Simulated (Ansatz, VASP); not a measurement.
## CdS in VASP and in Ansatz

The input INCAR:

```
SYSTEM = CdS
  PREC = Accurate
  ENCUT = 600
  EDIFF = 1E-7
  ISMEAR = 0
  SIGMA = 0.02
  LREAL = .False.
  LASPH = .True.
  NELM = 80
  ALGO = Normal
  ISIF = 3
  LWAVE = .False.
  LCHARG = .False.
  IBRION = 2
  NSW = 100
  EDIFFG = -0.002
```

Contents of KPOINTS:

```
Automatic mesh
0
Gamma
  8 8 8
  0 0 0
```

The input POSCAR:

```
CdS
1.0
    0.0000000000      2.9429534600      2.9429534600
    2.9429534600      0.0000000000      2.9429534600
    2.9429534600      2.9429534600      0.0000000000
Cd S
1 1
Direct
    0.0000000000      0.0000000000      0.0000000000
    0.7500000000      0.7500000000      0.7500000000
```

Input for Ansatz:

```yaml
crystal:
  lattice:
    - [0.0, 2.94295346, 2.94295346]
    - [2.94295346, 0.0, 2.94295346]
    - [2.94295346, 2.94295346, 0.0]
  atoms:
    - { symbol: Cd, position: [0.0, 0.0, 0.0] }
    - { symbol: S, position: [0.75, 0.75, 0.75] }
basis:
  ecutwfc: 600.0
kpoints:
  mp_grid: { grid: [8, 8, 8] }
hamiltonian:
  xc: lda
  pseudopotentials: { kind: paw, azcp: { folder: soft_1 } }
scf:
  occupations: { method: gaussian, width: 0.02 }
output:
  forces: true
  stress: true
  eigenvalues: true
relax:
  adjacent_minimum: "off"
  f_tol: 0.002
  max_steps: 80
  cell: { stress_tol: 0.02 }
```

Alike in both runs: task relaxation of cell and atoms; functional LDA; k mesh 8 × 8 × 8; occupations gaussian, width 0.02 eV; no spin polarisation.

|  | VASP | Ansatz |
| --- | --- | --- |
| version | VASP 6.6.1 | Ansatz 0.2.0 |
| potentials or method | VASP PAW LDA potentials, release 64 (Cd, S), cutoff 600 eV | scalar-relativistic, plane waves, PAW |
| valence electrons in the cell | 18 | 26 |

|  | VASP | Ansatz | Ansatz less VASP |
| --- | --- | --- | --- |
| gap on the k mesh at the Fermi level, each at its own relaxed structure (eV) | 0.96 | 0.95 | -0.015 |
| relaxed volume (Å³/atom) | 24.03 | 23.85 | -0.176 |
| relaxed cell length with the largest relative difference (Å) | 4.081 | 4.071 | -0.0100 |

Ansatz warns that its potentials were made for another functional, while VASP's fit it. LDA's correlation is that of Perdew and Zunger in VASP and of Perdew and Wang (1992) in Ansatz. VASP's potentials hold 18 valence electrons a cell and Ansatz's 26, so a difference there can come from the potentials and not from the codes.
